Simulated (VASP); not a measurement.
# MgB2 (P6/mmm) in VASP: notebook

Runs on MgB2. Level: LDA. Tasks: single point.

All numbers are computed with VASP 6.6.1; they aren't measurements. Logs are shortened: lines on timing, memory, paths and dates and some standing lists are left out, and cuts for length are marked.

## 1. The cell of the first run

Symmetry: P6/mmm, No. 191, hexagonal system. The conventional cell has a = 3.146 Å, b = 3.146 Å, c = 3.592 Å, α = 90.00°, β = 90.00°, γ = 120.00°. Mg (site symmetry 6/mmm) has 12 B at 2.55 Å and 6 Mg at 3.15 Å within 3.4 Å. B (site symmetry -6m2) has 3 B at 1.82 Å within 2.4 Å.

## 2. Single point, LDA (volume scaled by 1.06)

File INCAR:

```
PREC = Accurate
ENCUT = 520
EDIFF = 1E-6
ISMEAR = -1
SIGMA = 0.05
LREAL = F
LASPH = T
NELM = 100
ALGO = Normal
ISIF = 2
LWAVE = F
LCHARG = F
NBANDS = 11
```

File KPOINTS:

```
regular mesh
0
Gamma
  15 15 12
```

File POSCAR:

```
MgB2
1.0
    3.1455062765      0.0000000000      0.0000000000
   -1.5727531383      2.7240883433      0.0000000000
    0.0000000000      0.0000000000      3.5920959734
Mg B
1 2
Direct
    0.0000000000      0.0000000000      0.0000000000
    0.3333333333      0.6666666667      0.5000000000
    0.6666666667      0.3333333333      0.5000000000
```

Potentials or basis: VASP PAW LDA potentials, release 64 (Mg, B).

The run is started by

```bash
cat potpaw_LDA.64/Mg/POTCAR potpaw_LDA.64/B/POTCAR > POTCAR
mpirun -np 1 vasp_std > vasp.out
```

OUTCAR:

```text
PREC = Accurate
   ENCUT = 520
   EDIFF = 1E-6
   ISMEAR = -1
   LREAL = F
   LASPH = T
   NELM = 100
   ISIF = 2

 ion  position               nearest neighbor table
   1  0.000  0.000  0.000-   2 2.55   3 2.55   2 2.55   3 2.55   3 2.55   3 2.55   2 2.55   2 2.55
                             3 2.55   3 2.55   2 2.55   2 2.55
   2  0.333  0.667  0.500-   3 1.82   3 1.82   3 1.82   1 2.55   1 2.55   1 2.55   1 2.55   1 2.55
                             1 2.55
   3  0.667  0.333  0.500-   2 1.82   2 1.82   2 1.82   1 2.55   1 2.55   1 2.55   1 2.55   1 2.55
                             1 2.55

  LATTYP: Found a hexagonal cell.
 ALAT       =     3.1455062765
 C/A-ratio  =     1.1419770484

  Lattice vectors:

 A1 = (   3.1455062765,   0.0000000000,   0.0000000000)
 A2 = (  -1.5727531383,   2.7240883433,   0.0000000000)
 A3 = (   0.0000000000,   0.0000000000,   3.5920959734)

Analysis of symmetry for initial positions (statically):
=====================================================================
 Subroutine PRICEL returns:
 Original cell was already a primitive cell.

 Routine SETGRP: Setting up the symmetry group for a
 hexagonal supercell.

 Subroutine GETGRP returns: Found 24 space group operations
 (whereof 24 operations were pure point group operations)
 out of a pool of 24 trial point group operations.

The static configuration has the point symmetry D_6h.

Analysis of symmetry for dynamics (positions and initial velocities):
=====================================================================
 Subroutine PRICEL returns:
 Original cell was already a primitive cell.

 Routine SETGRP: Setting up the symmetry group for a
 hexagonal supercell.

 Subroutine GETGRP returns: Found 24 space group operations
 (whereof 24 operations were pure point group operations)
 out of a pool of 24 trial point group operations.

The dynamic configuration has the point symmetry D_6h.

 Subroutine INISYM returns: Found 24 space group operations
 (whereof 24 operations are pure point group operations),
 and found     1 'primitive' translations

----------------------------------------------------------------------------------------

                                     Primitive cell

  volume of cell :      30.7794

  direct lattice vectors                    reciprocal lattice vectors
     3.145506276  0.000000000  0.000000000     0.317913847  0.183547645  0.000000000
    -1.572753138  2.724088343  0.000000000     0.000000000  0.367095290  0.000000000
     0.000000000  0.000000000  3.592095973     0.000000000  0.000000000  0.278388998

  length of vectors
     3.145506276  3.145506277  3.592095973     0.367095290  0.367095290  0.278388998

  position of ions in fractional coordinates (direct lattice)
     0.000000000  0.000000000  0.000000000
     0.333333333  0.666666667  0.500000000
     0.666666667  0.333333333  0.500000000

  ion indices of the primitive-cell ions
   primitive index   ion index
                 1           1
                 2           2
                 3           3

----------------------------------------------------------------------------------------

 KPOINTS: regular mesh

Automatic generation of k-mesh.
 Grid dimensions read from file:
 generate k-points for:   15   15   12

 Generating k-lattice:

  Cartesian coordinates                     Fractional coordinates (reciprocal lattice)
     0.021194256  0.012236510  0.000000000     0.066666667  0.000000000  0.000000000
     0.000000000  0.024473019  0.000000000     0.000000000  0.066666667  0.000000000
     0.000000000  0.000000000  0.023199083     0.000000000  0.000000000  0.083333333

  Length of vectors
     0.024473019  0.024473019  0.023199083

  Shift w.r.t. Gamma in fractional coordinates (k-lattice)
     0.000000000  0.000000000  0.000000000

 Subroutine IBZKPT returns following result:
 ===========================================

 Found    189 irreducible k-points:

 Following reciprocal coordinates:
            Coordinates               Weight
  0.000000  0.000000  0.000000      1.000000
  0.066667  0.000000  0.000000      6.000000
  0.133333  0.000000  0.000000      6.000000
  0.200000 -0.000000  0.000000      6.000000
  0.266667  0.000000  0.000000      6.000000
  0.333333 -0.000000  0.000000      6.000000
[... 16 lines left out ...]
  0.333333  0.200000  0.000000     12.000000
  0.400000  0.200000  0.000000      6.000000
 [... further k-points ...]
   k-points           NKPTS =    189   k-points in BZ     NKDIM =    189   number of bands    NBANDS=     11
   number of dos      NEDOS =    301   number of ions     NIONS =      3
   total plane-waves  NPLWV =  16128
   dimension x,y,z NGX =    24 NGY =   24 NGZ =   28
   dimension x,y,z NGXF=    48 NGYF=   48 NGZF=   56
   ions per type =               1   2
   NGX,Y,Z   is equivalent  to a cutoff of  12.68, 12.68, 12.96 a.u.
   NGXF,Y,Z  is equivalent  to a cutoff of  25.37, 25.37, 25.92 a.u.
 SYSTEM =  unknown system
   PREC   = accura    normal or accurate (medium, high low for compatibility)
   ISTART =      0    job   : 0-new  1-cont  2-samecut
   ICHARG =      2    charge: 1-file 2-atom 10-const
   ISPIN  =      1    spin polarized calculation?
   LNONCOLLINEAR =      F non collinear calculations
   LSORBIT =      F    spin-orbit coupling
   LASPH  =      T    aspherical Exc in radial PAW
   ENCUT  =  520.0 eV  38.22 Ry    6.18 a.u.   5.85  5.85  6.68*2*pi/ulx,y,z
   NELM   =    100;   NELMIN=  2; NELMDL= -5     # of ELM steps
   EDIFF  = 0.1E-05   stopping-criterion for ELM
   LREAL  =      F    real-space projection
   EDIFFG = 0.1E-04   stopping-criterion for IOM
   NSW    =      0    number of steps for IOM
   IBRION =     -1    ionic relax: 0-MD 1-quasi-New 2-CG
   NFREE  =      0    steps in history (QN), initial steepest desc. (CG)
   ISIF   =      2    stress and relaxation
   ISYM   =      2    0-nonsym 1-usesym 2-fastsym
   POTIM  = 0.5000    time-step for ionic-motion
   TEBEG  =    0.0;   TEEND  =   0.0 temperature during run
   PSTRESS=    0.0 pullay stress
   NELECT =       8.0000    total number of electrons
   NUPDOWN=      -1.0000    fix difference up-down
   EMIN   =  10.00;   EMAX   =-10.00  energy-range for DOS
   EFERMI =   0.00;   METHOD = LEGACY
   ISMEAR =    -1;   SIGMA  =   0.05  broadening in eV -4-tet -1-fermi 0-gaus
   EFERMI_NEDOS =   21; number of points for ismear=-14 and -15
   IALGO  =     38    algorithm
   IMIX   =      4    mixing-type and parameters
     AMIX     =   0.40;   BMIX     =  1.00
     AMIX_MAG =   1.60;   BMIX_MAG =  1.00
  volume/ion in A,a.u.               =      10.26        69.24
  Fermi-wavevector in a.u.,A,eV,Ry     =   1.044764  1.974318 14.851197  1.091532
  Thomas-Fermi vector in A             =   2.179531
   LORBIT       =      0    0 simple, 1 ext, 2 COOP (PROOUT), +10 PAW based schemes
   GGA     = CA    functional components
   LHFCALC =     F    Hartree Fock is set to
   AEXX    =    0.0000 exact exchange contribution
   IVDW    =     0    specifies the selected vdW correction
   LEPSILON=     F    determine dielectric tensor
   LRPA    =     F    only Hartree local field effects (RPA)
 non-spin polarized calculation
  energy-cutoff  :      520.00
  volume of cell :       30.78
 maximum number of plane-waves:       842
 NGX is ok and might be reduce to    24
   NGX = 11   NGY = 11   NGZ = 13

 number of electron       8.0000000 magnetization

 Free energy of the ion-electron system (eV)
  ---------------------------------------------------
  ext. energy  EPLUGINS =         0.00000000
  ---------------------------------------------------
  free energy    TOTEN  =       -17.12065796 eV

  energy without entropy =      -17.11371045  energy(sigma->0) =      -17.11718420

 E-fermi :   4.7901     XC(G=0): -10.8656

 val. band max:        4.7697357165   @ k =   0.4000   0.0667   0.0000
 cond. band min:       4.7984483577   @ k =   0.4000   0.1333   0.0833
 fundamental gap:      0.0287126411
 Fermi energy:         4.7901380052

 k-point     1 :       0.0000    0.0000    0.0000
  band No.  band energies     occupation
      1      -7.1413      2.00000
      2       1.9954      2.00000
      3       5.1221      0.00261
      4       5.1221      0.00261
      5       6.3031      0.00000
      6      10.8211      0.00000
      7      10.8211      0.00000
      8      12.3921      0.00000
      9      14.1262      0.00000
     10      16.7143      0.00000
     11      20.2893      0.00000

 k-point     2 :       0.0667    0.0000    0.0000
  band No.  band energies     occupation
      1      -7.0671      2.00000
      2       2.0681      2.00000
      3       4.7369      1.48750
      4       4.9441      0.08790
      5       6.3720      0.00000
      6      10.7541      0.00000
      7      11.1457      0.00000
      8      12.5658      0.00000
      9      13.8787      0.00000
     10      17.1010      0.00000
     11      19.8506      0.00000

 k-point     3 :       0.1333    0.0000    0.0000
  band No.  band energies     occupation
      1      -6.8453      2.00000
      2       2.2852      2.00000
      3       3.7701      2.00000
      4       4.5133      1.99215
      5       6.5829      0.00000
      6      10.4763      0.00000
      7      12.0116      0.00000
      8      13.0541      0.00000
      9      13.1846      0.00000
     10      18.1070      0.00000
     11      18.9861      0.00000
[... 267 lines left out ...]
 k-point    23 :       0.3333    0.2000    0.0000
  band No.  band energies     occupation
      1      -3.6532      2.00000
      2      -1.5372      2.00000
      3       0.6489      2.00000
      4       5.2085      0.00046
      5       7.8763      0.00000
      6       9.6205      0.00000
      7      10.9679      0.00000
      8      12.2524      0.00000
      9      13.9870      0.00000
     10      15.8215      0.00000
     11      16.8507      0.00000

 k-point    24 :       0.4000    0.2000    0.0000
  band No.  band energies     occupation
      1      -2.9775      2.00000
      2      -2.3042      2.00000
      3       0.5581      2.00000
      4       5.5886      0.00000
      5       7.4216      0.00000
      6      10.1623      0.00000
      7      10.5420      0.00000
      8      12.1402      0.00000
      9      13.8418      0.00000
     10      15.8550      0.00000
     11      17.6643      0.00000

 [... further k-points ...]
[... 5 lines left out ...]
  --------------------------------------------------------------------------------------
  -------------------------------------------------------------------------------------
  Total       -3.2742315     -3.2742315     -2.2483711      0.0000000     -0.0000000     -0.0000000
  in kB     -170.4355922   -170.4355922   -117.0358473      0.0000000     -0.0000000     -0.0000000
  external PRESSURE =    -152.6356772 kB  Pullay stress =       0.0000000 kB

 VOLUME and BASIS-vectors are now :
 -----------------------------------------------------------------------------
  energy-cutoff  :      520.00
  volume of cell :       30.78
      direct lattice vectors                 reciprocal lattice vectors
     3.145506276  0.000000000  0.000000000     0.317913847  0.183547645  0.000000000
    -1.572753138  2.724088343  0.000000000     0.000000000  0.367095290  0.000000000
     0.000000000  0.000000000  3.592095973     0.000000000  0.000000000  0.278388998

 POSITION                                       TOTAL-FORCE (eV/Angst)
 -----------------------------------------------------------------------------------
      0.00000      0.00000      0.00000         0.000000      0.000000      0.000000
     -0.00000      1.81606      1.79605         0.000000     -0.000000      0.000000
      1.57275      0.90803      1.79605        -0.000000      0.000000     -0.000000
 -----------------------------------------------------------------------------------
    total drift:                                0.000000     -0.000000     -0.000000

  FREE ENERGIE OF THE ION-ELECTRON SYSTEM (eV)
  ---------------------------------------------------
  free  energy   TOTEN  =       -17.1206579559 eV

  energy  without entropy=      -17.1137104484  energy(sigma->0) =      -17.11718420
```

It took 60 s on 1 thread of Intel Xeon 8259CL, shared host; peak memory 0.18 GiB.

Results:

- Free energy: -17.1207 eV
- Pressure: -15.3 GPa
- Band gap on the k mesh: zero (band 4 reaches 6.55 eV, above the bottom of band 5 at 2.90 eV)

## 3. Single point, LDA (zz strain of +1 %)

File INCAR:

```
PREC     = Accurate       # precision mode
ENCUT    = 520            # plane-wave cutoff, eV
EDIFF    = 1E-7           # SCF threshold, eV
ISMEAR   = -1             # smearing method
SIGMA    = 0.05           # smearing width, eV
LREAL    = False          # projectors in reciprocal space
LASPH    = True           # aspherical terms in the spheres
NELM     = 80             # most SCF steps
ALGO     = Normal         # electronic algorithm
ISIF     = 2              # what is computed and relaxed
LWAVE    = False          # write WAVECAR
LCHARG   = False          # write CHGCAR
GGA      = CA             # functional
NBANDS   = 11             # bands
```

KPOINTS is that of step 2.

File POSCAR:

```
MgB2
1.0
    3.0850007055      0.0000000000      0.0000000000
   -1.5425003528      2.6716889817      0.0000000000
    0.0000000000      0.0000000000      3.5582300000
Mg B
1 2
Direct
    0.0000000000      0.0000000000      0.0000000000
    0.3333333333      0.6666666667      0.5000000000
    0.6666666667      0.3333333333      0.5000000000
```

Potentials or basis: VASP PAW LDA potentials, release 64 (Mg, B).

The run is started by

```bash
cat potpaw_LDA.64/Mg/POTCAR potpaw_LDA.64/B/POTCAR > POTCAR
mpirun -np 1 vasp_std > vasp.out
```

Wall time 41 s (1 thread of AMD EPYC 7R43 (Zen 3), shared host); peak memory 0.14 GiB.

Results (log left out):

| Property | Result |
| --- | --- |
| Free energy | -17.2356 eV |
| Pressure | -9.1 GPa |
| Band gap on the k mesh | zero (band 4 reaches 6.88 eV, above the bottom of band 5 at 3.18 eV) |

Stress tensor (GPa, compression positive):
```
-9.26  0.00  0.00
 0.00 -9.26  0.00
 0.00  0.00 -8.88
```

Levels at points of the mesh, in eV from the Fermi level:
| k point | band 1 | band 2 | band 3 | band 4 | band 5 | band 6 | band 7 | band 8 | band 9 |
| --- | --- | --- | --- | --- | --- | --- | --- | --- | --- |
| (0.00, 0.00, 0.00) | -12.22 | -2.99 | 0.41 | 0.41 | 1.47 | 6.34 | 6.34 | 8.28 | 9.80 |
| (0.00, 0.00, 0.50) | -10.97 | -7.39 | 0.76 | 0.76 | 6.67 | 6.67 | 7.96 | 9.50 | 9.99 |

Caveat: the cell differs from its parent crystal (zz strain of +1 %).

## 4. Single point, LDA (zz strain of +2 %)

File INCAR:

```
SYSTEM = MgB2
PREC = Accurate
ENCUT = 520
EDIFF = 1E-6
ISMEAR = -1
SIGMA = 0.05
LREAL = .FALSE.
LASPH = .TRUE.
NELM = 80
ALGO = Normal
ISIF = 2
LWAVE = .FALSE.
LCHARG = .FALSE.
NBANDS = 11
```

File KPOINTS:

```
regular mesh
0
G
  15 15 12
  0 0 0
```

Edit POSCAR of step 3 so:

```diff
@@ -4,3 +4,3 @@
    -1.5425003528      2.6716889817      0.0000000000
-    0.0000000000      0.0000000000      3.5582300000
+    0.0000000000      0.0000000000      3.5934600000
 Mg B
```

Potentials or basis: VASP PAW LDA potentials, release 64 (Mg, B).

The run is started by

```bash
cat potpaw_LDA.64/Mg/POTCAR potpaw_LDA.64/B/POTCAR > POTCAR
mpirun -np 1 vasp_std > vasp.out
```

OUTCAR:

```text
SYSTEM = MgB2
   PREC = Accurate
   ENCUT = 520
   EDIFF = 1E-6
   ISMEAR = -1
   LREAL = .FALSE.
   LASPH = .TRUE.
   NELM = 80
   ISIF = 2

 ion  position               nearest neighbor table
   1  0.000  0.000  0.000-   2 2.53   3 2.53   2 2.53   3 2.53   3 2.53   3 2.53   2 2.53   2 2.53
                             3 2.53   3 2.53   2 2.53   2 2.53
   2  0.333  0.667  0.500-   3 1.78   3 1.78   3 1.78   1 2.53   1 2.53   1 2.53   1 2.53   1 2.53
                             1 2.53
   3  0.667  0.333  0.500-   2 1.78   2 1.78   2 1.78   1 2.53   1 2.53   1 2.53   1 2.53   1 2.53
                             1 2.53

  LATTYP: Found a hexagonal cell.
 ALAT       =     3.0850007055
 C/A-ratio  =     1.1648165894

  Lattice vectors:

 A1 = (   3.0850007055,   0.0000000000,   0.0000000000)
 A2 = (  -1.5425003528,   2.6716889817,   0.0000000000)
 A3 = (   0.0000000000,   0.0000000000,   3.5934600000)

Analysis of symmetry for initial positions (statically):
=====================================================================
 Subroutine PRICEL returns:
 Original cell was already a primitive cell.

 Routine SETGRP: Setting up the symmetry group for a
 hexagonal supercell.

[... 176 lines left out ...]
  band No.  band energies     occupation
      1      -7.1047      2.00000
      2       1.9973      2.00000
      3       5.5141      0.00031
      4       5.5141      0.00031
      5       6.3528      0.00000
      6      11.4611      0.00000
      7      11.4611      0.00000
      8      13.4016      0.00000
      9      14.8504      0.00000
     10      17.6385      0.00000
     11      20.8325      0.00000
[... 309 lines left out ...]
 k-point    24 :       0.4000    0.2000    0.0000
  band No.  band energies     occupation
      1      -2.7644      2.00000
      2      -2.1352      2.00000
      3       0.7932      2.00000
      4       5.7618      0.00000
      5       7.6791      0.00000
      6      10.3649      0.00000
      7      10.8607      0.00000
      8      12.7983      0.00000
      9      14.2088      0.00000
     10      16.5082      0.00000
     11      18.7193      0.00000

 [... further k-points ...]
[... 5 lines left out ...]
  --------------------------------------------------------------------------------------
  -------------------------------------------------------------------------------------
  Total       -1.7319610     -1.7319610     -2.0874252      0.0000000      0.0000000     -0.0000000
  in kB      -93.6903167    -93.6903167   -112.9191273      0.0000000      0.0000000     -0.0000000
  external PRESSURE =    -100.0999202 kB  Pullay stress =       0.0000000 kB

 VOLUME and BASIS-vectors are now :
 -----------------------------------------------------------------------------
  energy-cutoff  :      520.00
  volume of cell :       29.62
      direct lattice vectors                 reciprocal lattice vectors
     3.085000706  0.000000000  0.000000000     0.324149034  0.187147532  0.000000000
    -1.542500353  2.671688982  0.000000000     0.000000000  0.374295065  0.000000000
     0.000000000  0.000000000  3.593460000     0.000000000  0.000000000  0.278283326

 POSITION                                       TOTAL-FORCE (eV/Angst)
 -----------------------------------------------------------------------------------
      0.00000      0.00000      0.00000        -0.000000      0.000000      0.000000
     -0.00000      1.78113      1.79673         0.000000     -0.000000      0.000000
      1.54250      0.89056      1.79673        -0.000000      0.000000      0.000000
 -----------------------------------------------------------------------------------
    total drift:                                0.000000     -0.000000      0.000000

  FREE ENERGIE OF THE ION-ELECTRON SYSTEM (eV)
  ---------------------------------------------------
  free  energy   TOTEN  =       -17.2174094899 eV

  energy  without entropy=      -17.2120309084  energy(sigma->0) =      -17.21472020
```

Wall time 37 s (1 thread of AMD EPYC 7R43 (Zen 3), shared host); peak memory 0.15 GiB.

What came out:

| Item | Value |
| --- | --- |
| Free energy | -17.2174 eV |
| Pressure | -10.0 GPa |
| Band gap on the k mesh | zero (band 4 reaches 6.77 eV, above the bottom of band 5 at 3.15 eV) |

Stress tensor (GPa, compression positive):
```
 -9.37   0.00   0.00
  0.00  -9.37   0.00
  0.00   0.00 -11.29
```

Caveat: the cell differs from its parent crystal (zz strain of +2 %).

## 5. Summary

```tsv
cell	gap on the mesh (eV)	pressure (GPa)
a = 3.146, b = 3.146, c = 3.592 Å, angles 90.0, 90.0, 120.0°, 3 atoms	none	-15.3
a = 3.085, b = 3.085, c = 3.558 Å, angles 90.0, 90.0, 120.0°, 3 atoms	none	-9.1
a = 3.085, b = 3.085, c = 3.593 Å, angles 90.0, 90.0, 120.0°, 3 atoms	none	-10.0
```

Alike in all rows: task single point; level LDA; potentials or basis VASP PAW LDA potentials, release 64 (Mg, B); no spin polarisation; k mesh 15 × 15 × 12; cutoff (eV) 520; smearing fermi-dirac 0.05 eV.

Total energies depend on the potentials used, so only differences within one code and one set of settings carry meaning.
